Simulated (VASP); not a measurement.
# ZnAg (Pm-3m) in VASP: notebook, part 2 of 2

VASP 6.6.1. Earlier steps stand in the parts before.

## 4. Single point, LDA

This run uses another cell than the first one, of 15.72 Å³/atom, 1.080 times its volume.

The input, INCAR:

```
SYSTEM = ZnAg
ALGO = Normal ; EDIFF = 1E-6
ENCUT = 520 ; ISIF = 2
ISMEAR = 0 ; LASPH = .True.
LCHARG = .False. ; LREAL = .False.
LWAVE = .False. ; NBANDS = 18
NELM = 100 ; PREC = Accurate
SIGMA = 0.1
```

The input, KPOINTS:

```
k-points
0
Gamma
  6 6 6
  0 0 0
```

The input, POSCAR:

```
ZnAg
1.0
    3.1560000000      0.0000000000      0.0000000000
    0.0000000000      3.1560000000      0.0000000000
    0.0000000000      0.0000000000      3.1560000000
Zn Ag
1 1
Direct
    0.5000000000      0.5000000000      0.5000000000
    0.0000000000      0.0000000000      0.0000000000
```

Potentials or basis: VASP PAW LDA potentials, release 64 (Zn, Ag).

Launch:

```sh
$ cat potpaw_LDA.64/Zn/POTCAR potpaw_LDA.64/Ag/POTCAR > POTCAR
$ mpirun -np 1 vasp_std > vasp.out
```

OUTCAR:

```text
SYSTEM = ZnAg
   EDIFF = 1E-6
   ENCUT = 520
   ISIF = 2
   ISMEAR = 0
   LASPH = .True.
   LREAL = .False.
   NELM = 100
   PREC = Accurate

 ion  position               nearest neighbor table
   1  0.500  0.500  0.500-   2 2.73   2 2.73   2 2.73   2 2.73   2 2.73   2 2.73   2 2.73   2 2.73

   2  0.000  0.000  0.000-   1 2.73   1 2.73   1 2.73   1 2.73   1 2.73   1 2.73   1 2.73   1 2.73

  LATTYP: Found a simple cubic cell.
 ALAT       =     3.1560000000

  Lattice vectors:

 A1 = (   3.1560000000,   0.0000000000,   0.0000000000)
 A2 = (   0.0000000000,   3.1560000000,   0.0000000000)
 A3 = (   0.0000000000,   0.0000000000,   3.1560000000)

Analysis of symmetry for initial positions (statically):
=====================================================================
 Subroutine PRICEL returns:
 Original cell was already a primitive cell.

 Routine SETGRP: Setting up the symmetry group for a
 simple cubic supercell.

 Subroutine GETGRP returns: Found 48 space group operations
 (whereof 48 operations were pure point group operations)
 out of a pool of 48 trial point group operations.

The static configuration has the point symmetry O_h .

Analysis of symmetry for dynamics (positions and initial velocities):
=====================================================================
 Subroutine PRICEL returns:
 Original cell was already a primitive cell.

 Routine SETGRP: Setting up the symmetry group for a
 simple cubic supercell.

 Subroutine GETGRP returns: Found 48 space group operations
 (whereof 48 operations were pure point group operations)
 out of a pool of 48 trial point group operations.

The dynamic configuration has the point symmetry O_h .

 Subroutine INISYM returns: Found 48 space group operations
 (whereof 48 operations are pure point group operations),
 and found     1 'primitive' translations

----------------------------------------------------------------------------------------

[... 105 lines left out ...]
   IMIX   =      4    mixing-type and parameters
     AMIX     =   0.40;   BMIX     =  1.00
     AMIX_MAG =   1.60;   BMIX_MAG =  1.00
  volume/ion in A,a.u.               =      15.72       106.07
  Fermi-wavevector in a.u.,A,eV,Ry     =   1.475187  2.787699 29.608687  2.176177
  Thomas-Fermi vector in A             =   2.589867
   LORBIT       =      0    0 simple, 1 ext, 2 COOP (PROOUT), +10 PAW based schemes
   GGA     = CA    functional components
   LHFCALC =     F    Hartree Fock is set to
   AEXX    =    0.0000 exact exchange contribution
   IVDW    =     0    specifies the selected vdW correction
   LEPSILON=     F    determine dielectric tensor
   LRPA    =     F    only Hartree local field effects (RPA)
 non-spin polarized calculation
 Gauss-broadening in eV      SIGMA  =   0.10
  energy-cutoff  :      520.00
  volume of cell :       31.43
 maximum number of plane-waves:       868
 NGX is ok and might be reduce to    24
   NGX = 11   NGY = 11   NGZ = 11

 number of electron      23.0000018 magnetization

 Free energy of the ion-electron system (eV)
  ---------------------------------------------------
  ext. energy  EPLUGINS =         0.00000000
  ---------------------------------------------------
  free energy    TOTEN  =        -5.66508143 eV

  energy without entropy =       -5.65915928  energy(sigma->0) =       -5.66212035

 E-fermi :   6.1284     XC(G=0): -12.4176

 val. band max:        6.0692799331   @ k =   0.5000   0.3333   0.3333
 cond. band min:       6.1912920161   @ k =   0.3333   0.3333   0.0000
 fundamental gap:      0.1220120830
 Fermi energy:         6.1283638215

 k-point     1 :       0.0000    0.0000    0.0000
  band No.  band energies     occupation
      1      -3.3658      2.00000
      2      -1.8442      2.00000
      3      -1.8442      2.00000
      4      -1.2677      2.00000
      5      -1.2677      2.00000
      6      -1.2677      2.00000
[... 397 lines left out ...]
      5      -0.9628      2.00000
      6      -0.0973      2.00000
[... 10 lines left out ...]
     17      10.8586      0.00000
     18      12.2990      0.00000

------------------------ aborting loop because EDIFF is reached ----------------------------------------

  FORCE on cell =-STRESS in cart. coord.  units (eV):
  Direction    XX          YY          ZZ          XY          YZ          ZX
  --------------------------------------------------------------------------------------
  -------------------------------------------------------------------------------------
  Total       -1.4016816     -1.4016816     -1.4016816     -0.0000000      0.0000000     -0.0000000
  in kB      -71.4412371    -71.4412371    -71.4412371     -0.0000000      0.0000000     -0.0000000
  external PRESSURE =     -71.4412371 kB  Pullay stress =       0.0000000 kB

 VOLUME and BASIS-vectors are now :
 -----------------------------------------------------------------------------
  energy-cutoff  :      520.00
  volume of cell :       31.43
      direct lattice vectors                 reciprocal lattice vectors
     3.156000000  0.000000000  0.000000000     0.316856781  0.000000000  0.000000000
     0.000000000  3.156000000  0.000000000     0.000000000  0.316856781  0.000000000
     0.000000000  0.000000000  3.156000000     0.000000000  0.000000000  0.316856781

 POSITION                                       TOTAL-FORCE (eV/Angst)
 -----------------------------------------------------------------------------------
      1.57800      1.57800      1.57800         0.000000      0.000000      0.000000
      0.00000      0.00000      0.00000         0.000000      0.000000      0.000000
 -----------------------------------------------------------------------------------
    total drift:                                0.000000      0.000000     -0.000000

  FREE ENERGIE OF THE ION-ELECTRON SYSTEM (eV)
  ---------------------------------------------------
  free  energy   TOTEN  =        -5.6650814252 eV

  energy  without entropy=       -5.6591592831  energy(sigma->0) =       -5.66212035
```

Run time: 5.3 s. Hardware: 1 thread of Intel Xeon Platinum 8259CL at 2.50GHz (Skylake/Cascade Lake), shared host; peak memory 0.13 GiB.

Results:

```yaml
Free_energy: -5.6651 eV
Pressure: -7.1 GPa
```

## 5. The runs side by side

```tsv
task	cell	k mesh	cutoff (eV)	gap on the mesh (eV)	pressure (GPa)
single point	a = 3.076 Å, 2 atoms	14 × 14 × 14	520	none	0.5
relaxation of cell and atoms	relaxed from a = 3.156 Å, 2 atoms	14 × 14 × 14	600	none	0.0
single point	a = 3.156 Å, 2 atoms	6 × 6 × 6	520	none	-7.1
```

Alike in all rows: level LDA; potentials or basis VASP PAW LDA potentials, release 64 (Zn, Ag); no spin polarisation; smearing gaussian 0.1 eV.

Absolute energies hang on the potentials; compare differences alone.
